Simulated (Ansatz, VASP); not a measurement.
One calculation of KTaO3, two programs

```xyz
5
Lattice="3.9069 0.0000 0.0000 0.0000 3.9069 0.0000 0.0000 0.0000 3.9069" Properties=species:S:1:pos:R:3 pbc="T T T"
Ta    0.0000    0.0000    0.0000
K     1.9534    1.9534    1.9534
O     0.0000    0.0000    1.9534
O     0.0000    1.9534    0.0000
O     1.9534    0.0000    0.0000
```

Change from the starting cell: volume scaled by 0.94.

Alike in both runs: task single point; functional PBE; k mesh 7 × 7 × 7; occupations fermi-dirac, width 0.05 eV; no spin polarisation.

```csv
,VASP,Ansatz
version,VASP 6.6.1,Ansatz 0.2.0
potentials or method,"VASP PAW PBE potentials, release 64 (Ta_pv, K_sv, O), cutoff 520 eV","all-electron LAPW, scalar-relativistic"
```

|  | VASP | Ansatz | Ansatz less VASP |
| --- | --- | --- | --- |
| gap on the k mesh at the Fermi level (eV) | 2.37 | 2.43 | +0.057 |
| least direct gap on the mesh (eV) | 2.89 | 2.92 | +0.030 |
| pressure (GPa) | 21.4 | 20.4 | -0.98 |

Ansatz ran all-electron here, and VASP with PAW potentials.

Spin-orbit coupling is off throughout.
